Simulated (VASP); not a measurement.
# Mn2Cl3 (P-3m1) in VASP: a series of runs

Mn2Cl3 is run at these levels: PBE; tasks: single point.

Program: VASP 6.6.1. These are calculated values, not measurements. Logs are shortened: lines on timing, memory, paths and dates and some standing lists are left out, and cuts for length are marked.

## (1) The cell of the first run

The structure is trigonal, space group P-3m1 (No. 164). The conventional cell has a = 4.223 Å, b = 4.223 Å, c = 6.570 Å, α = 90.00°, β = 90.00°, γ = 120.00°. Mn (site symmetry 3m) has 7 Cl at 2.54 to 2.92 Å within 3.4 Å. Within 3.8 Å of Cl (site symmetry -3m) lie 6 Mn at 2.92 Å and 6 Cl at 3.37 Å. Within 3.4 Å of Cl (site symmetry 3m) lie 4 Mn at 2.54 to 2.63 Å and 6 Cl at 3.09 to 3.37 Å.

## (2) Single point, PBE, collinear spin, ferromagnetic start

File INCAR:

```
  PREC = Accurate
  ENCUT = 520
  EDIFF = 1E-7
  ISMEAR = 0
  SIGMA = 0.1
  LREAL = False
  LASPH = True
  NELM = 150
  ALGO = Normal
  ISIF = 2
  LWAVE = False
  LCHARG = False
  ISPIN = 2
  MAGMOM = 4 4 0 0 0
  LORBIT = 11
  LMAXMIX = 4
  GGA = PE
  NBANDS = 36
```

File KPOINTS:

```
Automatic mesh
0
Gamma
  6 6 4
```

File POSCAR:

```
Mn2Cl3
1.0
    4.2225261004      0.0000000000      0.0000000000
   -2.1112630502      3.6568148711      0.0000000000
    0.0000000000      0.0000000000      6.5695647197
Mn Cl
2 3
Direct
    0.3333333333      0.6666666667      0.2450000000
    0.6666666667      0.3333333333      0.7550000000
    0.0000000000      0.0000000000      0.0000000000
    0.3333333333      0.6666666667      0.6450000000
    0.6666666667      0.3333333333      0.3550000000
```

Potentials or basis: VASP PAW PBE potentials, release 64 (Mn_pv, Cl).

Command:

```sh
cat potpaw_PBE.64/Mn_pv/POTCAR potpaw_PBE.64/Cl/POTCAR > POTCAR
mpirun -np 1 vasp_std > vasp.out
```

OUTCAR:

```text
PREC = Accurate
   ENCUT = 520
   EDIFF = 1E-7
   ISMEAR = 0
   LREAL = False
   LASPH = True
   NELM = 150
   ISIF = 2
   ISPIN = 2
   LORBIT = 11
   GGA = PE

 ion  position               nearest neighbor table
   1  0.333  0.667  0.245-   5 2.54   5 2.54   5 2.54   4 2.63
   2  0.667  0.333  0.755-   4 2.54   4 2.54   4 2.54   5 2.63
   3  0.000  0.000  0.000-
   4  0.333  0.667  0.645-   2 2.54   2 2.54   2 2.54   1 2.63
   5  0.667  0.333  0.355-   1 2.54   1 2.54   1 2.54   2 2.63

  LATTYP: Found a hexagonal cell.
 ALAT       =     4.2225261004
 C/A-ratio  =     1.5558375635

  Lattice vectors:

 A1 = (   4.2225261004,   0.0000000000,   0.0000000000)
 A2 = (  -2.1112630502,   3.6568148711,   0.0000000000)
 A3 = (   0.0000000000,   0.0000000000,   6.5695647197)

Analysis of symmetry for initial positions (statically):
=====================================================================
 Subroutine PRICEL returns:
 Original cell was already a primitive cell.

 Routine SETGRP: Setting up the symmetry group for a
 hexagonal supercell.

 Subroutine GETGRP returns: Found 12 space group operations
 (whereof 12 operations were pure point group operations)
 out of a pool of 24 trial point group operations.

The static configuration has the point symmetry D_3d.

Analysis of symmetry for dynamics (positions and initial velocities):
=====================================================================
 Subroutine PRICEL returns:
 Original cell was already a primitive cell.

 Routine SETGRP: Setting up the symmetry group for a
 hexagonal supercell.

 Subroutine GETGRP returns: Found 12 space group operations
 (whereof 12 operations were pure point group operations)
 out of a pool of 24 trial point group operations.

The dynamic configuration has the point symmetry D_3d.

Analysis of structural, dynamic, and magnetic symmetry:
=====================================================================
 Subroutine PRICEL returns:
 Original cell was already a primitive cell.

 Routine SETGRP: Setting up the symmetry group for a
 hexagonal supercell.

 Subroutine GETGRP returns: Found 12 space group operations
 (whereof 12 operations were pure point group operations)
 out of a pool of 24 trial point group operations.

The overall configuration has the point symmetry D_3d.

 Subroutine INISYM returns: Found 12 space group operations
 (whereof 12 operations are pure point group operations),
 and found     1 'primitive' translations

----------------------------------------------------------------------------------------

                                     Primitive cell

  volume of cell :     101.4406

  direct lattice vectors                    reciprocal lattice vectors
     4.222526100  0.000000000  0.000000000     0.236825061  0.136731013  0.000000000
    -2.111263050  3.656814871  0.000000000     0.000000000  0.273462025  0.000000000
     0.000000000  0.000000000  6.569564720     0.000000000  0.000000000  0.152217086

  length of vectors
     4.222526100  4.222526100  6.569564720     0.273462025  0.273462025  0.152217086

  position of ions in fractional coordinates (direct lattice)
     0.333333333  0.666666667  0.245000000
     0.666666667  0.333333333  0.755000000
     0.000000000  0.000000000  0.000000000
     0.333333333  0.666666667  0.645000000
     0.666666667  0.333333333  0.355000000

  ion indices of the primitive-cell ions
   primitive index   ion index
                 1           1
                 2           2
                 3           3
                 4           4
                 5           5

----------------------------------------------------------------------------------------

 KPOINTS: Automatic mesh

Automatic generation of k-mesh.
 Grid dimensions read from file:
 generate k-points for:    6    6    4

 Generating k-lattice:

  Cartesian coordinates                     Fractional coordinates (reciprocal lattice)
     0.039470843  0.022788502  0.000000000     0.166666667  0.000000000  0.000000000
     0.000000000  0.045577004  0.000000000     0.000000000  0.166666667  0.000000000
     0.000000000  0.000000000  0.038054272     0.000000000  0.000000000  0.250000000

  Length of vectors
     0.045577004  0.045577004  0.038054272

  Shift w.r.t. Gamma in fractional coordinates (k-lattice)
     0.000000000  0.000000000  0.000000000

 Subroutine IBZKPT returns following result:
 ===========================================

 Found     24 irreducible k-points:

 Following reciprocal coordinates:
            Coordinates               Weight
  0.000000  0.000000  0.000000      1.000000
  0.166667  0.000000  0.000000      6.000000
  0.333333 -0.000000  0.000000      6.000000
  0.500000 -0.000000  0.000000      3.000000
  0.166667  0.166667  0.000000      6.000000
  0.333333  0.166667  0.000000     12.000000
[... 16 lines left out ...]
  0.333333  0.166667  0.500000     12.000000
  0.333333  0.333333  0.500000      2.000000
   k-points           NKPTS =     24   k-points in BZ     NKDIM =     24   number of bands    NBANDS=     36
   number of dos      NEDOS =    301   number of ions     NIONS =      5
   total plane-waves  NPLWV =  51200
   dimension x,y,z NGX =    32 NGY =   32 NGZ =   50
   dimension x,y,z NGXF=    64 NGYF=   64 NGZF=  100
   ions per type =               2   3
   NGX,Y,Z   is equivalent  to a cutoff of  12.60, 12.60, 12.65 a.u.
   NGXF,Y,Z  is equivalent  to a cutoff of  25.20, 25.20, 25.31 a.u.
 SYSTEM =  unknown system
   PREC   = accura    normal or accurate (medium, high low for compatibility)
   ISTART =      0    job   : 0-new  1-cont  2-samecut
   ICHARG =      2    charge: 1-file 2-atom 10-const
   ISPIN  =      2    spin polarized calculation?
   LNONCOLLINEAR =      F non collinear calculations
   LSORBIT =      F    spin-orbit coupling
   LASPH  =      T    aspherical Exc in radial PAW
   ENCUT  =  520.0 eV  38.22 Ry    6.18 a.u.   7.85  7.85 12.22*2*pi/ulx,y,z
   NELM   =    150;   NELMIN=  2; NELMDL= -5     # of ELM steps
   EDIFF  = 0.1E-06   stopping-criterion for ELM
   LREAL  =      F    real-space projection
   EDIFFG = 0.1E-05   stopping-criterion for IOM
   NSW    =      0    number of steps for IOM
   IBRION =     -1    ionic relax: 0-MD 1-quasi-New 2-CG
   NFREE  =      0    steps in history (QN), initial steepest desc. (CG)
   ISIF   =      2    stress and relaxation
   ISYM   =      2    0-nonsym 1-usesym 2-fastsym
   POTIM  = 0.5000    time-step for ionic-motion
   TEBEG  =    0.0;   TEEND  =   0.0 temperature during run
   PSTRESS=    0.0 pullay stress
   NELECT =      47.0000    total number of electrons
   NUPDOWN=      -1.0000    fix difference up-down
   EMIN   =  10.00;   EMAX   =-10.00  energy-range for DOS
   EFERMI =   0.00;   METHOD = LEGACY
   ISMEAR =     0;   SIGMA  =   0.10  broadening in eV -4-tet -1-fermi 0-gaus
   EFERMI_NEDOS =   21; number of points for ismear=-14 and -15
   IALGO  =     38    algorithm
   IMIX   =      4    mixing-type and parameters
     AMIX     =   0.40;   BMIX     =  1.00
     AMIX_MAG =   1.60;   BMIX_MAG =  1.00
  volume/ion in A,a.u.               =      20.29       136.91
  Fermi-wavevector in a.u.,A,eV,Ry     =   1.266787  2.393880 21.833928  1.604748
  Thomas-Fermi vector in A             =   2.399969
   LORBIT       =     11    0 simple, 1 ext, 2 COOP (PROOUT), +10 PAW based schemes
   GGA     = PE    functional components
   LHFCALC =     F    Hartree Fock is set to
   AEXX    =    0.0000 exact exchange contribution
   IVDW    =     0    specifies the selected vdW correction
   LEPSILON=     F    determine dielectric tensor
   LRPA    =     F    only Hartree local field effects (RPA)
 spin polarized calculation
 Gauss-broadening in eV      SIGMA  =   0.10
  energy-cutoff  :      520.00
  volume of cell :      101.44
 maximum number of plane-waves:      2748
   NGX = 15   NGY = 15   NGZ = 25

 number of electron      47.0000033 magnetization       9.0353911

 Free energy of the ion-electron system (eV)
  ---------------------------------------------------
  ext. energy  EPLUGINS =         0.00000000
  ---------------------------------------------------
  free energy    TOTEN  =       -25.98799236 eV

  energy without entropy =      -25.96781385  energy(sigma->0) =      -25.97790311

 E-fermi :   6.1744     XC(G=0):  -9.6997

 val. band max:        6.1311084743   @ k =   0.1667   0.0000   0.2500
 cond. band min:       6.1907034207   @ k =   0.3333   0.1667   0.5000
 fundamental gap:      0.0595949464
 Fermi energy:         6.1744377389

 spin component 1

 k-point     1 :       0.0000    0.0000    0.0000
  band No.  band energies     occupation
      1     -44.8150      1.00000
      2     -44.8131      1.00000
      3     -44.7292      1.00000
      4     -44.7292      1.00000
      5     -44.7289      1.00000
      6     -44.7289      1.00000
[... 901 lines left out ...]
     34      11.4767      0.00000
     35      12.3163      0.00000
 Fermi energy:         6.1744377389

 spin component 2

 k-point     1 :       0.0000    0.0000    0.0000
  band No.  band energies     occupation
      1     -40.4214      1.00000
      2     -40.4187      1.00000
      3     -40.3767      1.00000
      4     -40.3767      1.00000
      5     -40.3762      1.00000
      6     -40.3762      1.00000
[... 901 lines left out ...]
     34      12.1869      0.00000
     35      13.1955      0.00000
 [bands above 35 left out]

------------------------ aborting loop because EDIFF is reached ----------------------------------------

  FORCE on cell =-STRESS in cart. coord.  units (eV):
  Direction    XX          YY          ZZ          XY          YZ          ZX
  --------------------------------------------------------------------------------------
  -------------------------------------------------------------------------------------
  Total       -0.2431850     -0.2431850      2.2365652      0.0000000      0.0000000      0.0000000
  in kB       -3.8409209     -3.8409209     35.3248419      0.0000000      0.0000000      0.0000000
  external PRESSURE =       9.2143334 kB  Pullay stress =       0.0000000 kB

 VOLUME and BASIS-vectors are now :
 -----------------------------------------------------------------------------
  energy-cutoff  :      520.00
  volume of cell :      101.44
      direct lattice vectors                 reciprocal lattice vectors
     4.222526100  0.000000000  0.000000000     0.236825061  0.136731013  0.000000000
    -2.111263050  3.656814871  0.000000000     0.000000000  0.273462025  0.000000000
     0.000000000  0.000000000  6.569564720     0.000000000  0.000000000  0.152217086

 POSITION                                       TOTAL-FORCE (eV/Angst)
 -----------------------------------------------------------------------------------
     -0.00000      2.43788      1.60954        -0.000000      0.000000     -0.175543
      2.11126      1.21894      4.96002         0.000000     -0.000000      0.175543
      0.00000      0.00000      0.00000        -0.000000      0.000000      0.000000
     -0.00000      2.43788      4.23737        -0.000000      0.000000      0.722773
      2.11126      1.21894      2.33220         0.000000     -0.000000     -0.722773
 -----------------------------------------------------------------------------------
    total drift:                               -0.000000      0.000000      0.000000

  FREE ENERGIE OF THE ION-ELECTRON SYSTEM (eV)
  ---------------------------------------------------
  free  energy   TOTEN  =       -25.9879923583 eV

  energy  without entropy=      -25.9678138525  energy(sigma->0) =      -25.97790311

 total charge

# of ion       s       p       d       tot
------------------------------------------
    1        0.163   6.101   5.064  11.327
    2        0.163   6.101   5.064  11.327
    3        1.604   3.493   0.000   5.097
    4        1.601   3.542   0.000   5.143
    5        1.601   3.542   0.000   5.143
--------------------------------------------------
tot          5.131  22.779  10.128  38.037

 magnetization (x)

# of ion       s       p       d       tot
------------------------------------------
    1        0.022   0.022   4.088   4.131
    2        0.022   0.022   4.088   4.131
    3        0.010   0.056   0.000   0.066
    4        0.011   0.057   0.000   0.068
    5        0.011   0.057   0.000   0.068
--------------------------------------------------
tot          0.075   0.214   8.177   8.465
```

Run time: 2.6 min. Hardware: 1 thread of Intel Xeon Platinum 8488C (Sapphire Rapids), shared host; peak memory 0.32 GiB.

What came out:

| Property | Result |
| --- | --- |
| Free energy | -25.9880 eV |
| Pressure | 0.9 GPa |
| Largest force | 0.723 eV/Å |
| Band gap on the k mesh | zero (filled and empty bands overlap) |
| Net moment | 9.04 μB per cell |
| Site moments | Mn +4.13; Cl +0.07 μB |
| Valence electrons inside the program's atomic spheres | Mn 11.33; Cl 5.10, 5.14 (each value once) |

Forces in eV/Å, atoms in the order of the input:
```
Mn   0.000  0.000 -0.176
Mn   0.000  0.000  0.176
Cl   0.000  0.000  0.000
Cl   0.000  0.000  0.723
Cl   0.000  0.000 -0.723
```

Stress tensor (GPa, compression positive):
```
-0.38  0.00  0.00
 0.00 -0.38  0.00
 0.00  0.00  3.53
```

Levels at points of the mesh, in eV from the Fermi level:
Spin up:
```
           k point  band 24  band 25  band 26  band 27  band 28  band 29  band 30  band 31  band 32  band 33
(0.00, 0.00, 0.00)    -3.12    -2.43    -2.43    -1.96    -1.96    -0.57     2.11     3.20     4.51     4.51
(0.50, 0.00, 0.00)    -3.10    -2.94    -2.79    -2.25    -2.17     0.67     2.88     3.76     5.58     5.84
(0.00, 0.00, 0.50)    -2.57    -2.17    -2.17    -2.01    -2.01     0.71     1.77     2.02     3.27     3.27
(0.50, 0.00, 0.50)    -2.96    -2.92    -2.49    -2.37    -2.25     1.12     2.33     3.14     4.64     5.55
```
Spin down:
| k point | band 15 | band 16 | band 17 | band 18 | band 19 | band 20 | band 21 | band 22 | band 23 | band 24 |
| --- | --- | --- | --- | --- | --- | --- | --- | --- | --- | --- |
| (0.00, 0.00, 0.00) | -5.86 | -4.70 | -4.70 | -4.14 | -0.21 | -0.21 | -0.18 | 0.36 | 0.36 | 0.72 |
| (0.50, 0.00, 0.00) | -5.23 | -5.21 | -5.16 | -4.23 | -0.49 | 0.19 | 0.27 | 0.44 | 0.48 | 0.66 |
| (0.00, 0.00, 0.50) | -5.52 | -5.01 | -4.98 | -4.98 | 0.05 | 0.05 | 0.14 | 0.14 | 0.40 | 1.15 |
| (0.50, 0.00, 0.50) | -5.36 | -5.26 | -4.72 | -4.25 | 0.02 | 0.08 | 0.31 | 0.39 | 0.62 | 0.75 |

Caveat: semilocal functionals often make such compounds metallic where correlation or magnetic order opens a gap, which also shifts bond lengths; the run started ferromagnetic, and an antiferromagnetic order may lie lower in energy.

(Continued in part 2 of 2.)

The gap in the log of VASP goes by the Fermi energy; the results here count the filled bands.